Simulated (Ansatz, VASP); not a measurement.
## One calculation of Al, two programs

Contents of INCAR:

```
PREC = Accurate
ENCUT = 520
EDIFF = 1E-7
ISMEAR = 0
SIGMA = 0.15
LREAL = False
LASPH = True
NELM = 80
ALGO = Normal
ISIF = 2
LWAVE = False
LCHARG = False
GGA = PE
IVDW = 12
NBANDS = 14
```

The input KPOINTS:

```
regular mesh
0
Gamma
  18 18 4
```

File POSCAR:

```
Al
1.0
    2.8144222650      0.0000000000      0.0000000000
   -1.4072111325      2.4373611785      0.0000000000
    0.0000000000      0.0000000000      9.2410470710
Al
4
Direct
    0.0000000000      0.0000000000      0.0000000000
    0.3333333333      0.6666666667      0.1742510081
    0.0000000000      0.0000000000      0.5000000000
    0.6666666667      0.3333333333      0.7500000000
```

Input for Ansatz:

```yaml
crystal:
  lattice:
    - [2.814422265, 0.0, 0.0]
    - [-1.4072111325, 2.4373611785, 0.0]
    - [0.0, 0.0, 9.241047071]
  atoms:
    - { symbol: Al, position: [0.0, 0.0, 0.0] }
    - { symbol: Al, position: [0.3333333333, 0.6666666667, 0.1742510081] }
    - { symbol: Al, position: [0.0, 0.0, 0.5] }
    - { symbol: Al, position: [0.6666666667, 0.3333333333, 0.75] }
basis:
  ecutwfc: 420
kpoints:
  mp_grid: { grid: [18, 18, 4] }
hamiltonian:
  xc: pbe
  pseudopotentials: { kind: paw, azcp: { folder: soft_1 } }
  dispersion: d3bj
scf:
  occupations: { method: gaussian, width: 0.15 }
output:
  forces: true
  stress: true
  eigenvalues: true
```

Alike in both runs: task single point; functional PBE; dispersion D3(BJ); k mesh 18 × 18 × 4; occupations gaussian, width 0.15 eV; no spin polarisation.

|  | VASP | Ansatz |
| --- | --- | --- |
| version | VASP 6.6.1 | Ansatz 0.2.0 |
| potentials or method | VASP PAW PBE potentials, release 64 (Al), cutoff 520 eV | scalar-relativistic, plane waves, PAW |
| valence electrons in the cell | 12 | 12 |

```tsv
	VASP	Ansatz	Ansatz less VASP
gap on the k mesh at the Fermi level (eV)	none	none	-
pressure (GPa)	12.5	12.4	-0.02
traceless stress, the component that is largest in VASP (GPa)	6.43	6.41	-0.016
rms of the force components (eV/Å)	2.425	2.422	-0.0032
```

Atom by atom the forces differ by 0.003 eV/Å (rms over components). A gap of «none» marks a metal or a gap that the smearing closes.
